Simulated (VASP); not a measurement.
**CoO: single point with PBE**

Crystal: CoO.

```
Co O
1.0
     2.61615    0.00000    0.00000
     0.00000    2.61615    0.00000
     0.00000    0.00000    2.61615
Co O
1 1
Direct
  0.00000 0.00000 0.00000
  0.50000 0.50000 0.50000
```

- Program: VASP 6.6.1
- Task: single point
- Functional: PBE
- Potentials or basis: VASP PAW PBE potentials, release 64 (Co, O)
- Cutoff: 520 eV
- k mesh: 16 × 16 × 16
- Occupations: gaussian, width 0.1 eV
- Spin: collinear spin, ferromagnetic start
- Starting moments: [3.0, 0.0] μB
- Dipole correction: no
- Further INCAR settings: ALGO = Normal; EDIFF = 1e-07; NBANDS = 18

```json
{
 "Pressure": "-0.5 GPa",
 "Band gap on the k mesh": "zero (filled and empty bands overlap)",
 "Net moment": "3.00 μB per cell",
 "Site moments": "Co +2.50; O +0.44 μB",
 "Valence electrons inside the program's atomic spheres": "Co 7.80; O 4.93"
}
```

Levels at points of the mesh, in eV from the Fermi level:
Spin up:
| k point | band 6 | band 7 | band 8 | band 9 | band 10 | band 11 | band 12 | band 13 |
| --- | --- | --- | --- | --- | --- | --- | --- | --- |
| (0.00, 0.00, 0.00) | -2.80 | -2.56 | -2.56 | -2.56 | 0.69 | 15.46 | 15.46 | 19.91 |
| (0.50, 0.00, 0.00) | -2.49 | -1.62 | -0.36 | -0.36 | 6.16 | 8.00 | 16.46 | 17.64 |
| (0.50, 0.50, 0.00) | -3.12 | -3.12 | -1.89 | -1.60 | 5.67 | 11.13 | 11.13 | 16.72 |
| (0.50, 0.50, 0.50) | -1.56 | -0.38 | -0.38 | -0.38 | 6.78 | 6.78 | 6.78 | 14.57 |
Spin down:
```csv
k point,band 2,band 3,band 4,band 5,band 6,band 7,band 8,band 9,band 10,band 11
"(0.00, 0.00, 0.00)",-2.55,-2.55,-2.00,-2.00,-2.00,0.50,0.50,0.50,1.36,15.95
"(0.50, 0.00, 0.00)",-8.05,-2.91,-2.91,-2.13,0.42,0.60,1.79,1.79,6.60,8.99
"(0.50, 0.50, 0.00)",-5.65,-5.65,-2.16,-1.03,-0.42,-0.21,-0.21,0.61,6.71,11.76
"(0.50, 0.50, 0.50)",-6.09,-6.09,-6.09,0.65,0.65,2.09,2.09,2.09,7.11,7.11
```

Wall time 60 s on 1 thread of AMD EPYC 9R45 96-Core Processor (Zen 5), with other jobs on the host, peak memory 0.16 GiB.

Caveat: a cell with one magnetic atom can't hold antiferromagnetic order, which such compounds often take; semilocal functionals often make such compounds metallic where correlation or magnetic order opens a gap, which also shifts bond lengths. With open d or f shells a metallic result of PBE can be an artefact of self-interaction; +U or a hybrid may open a gap.
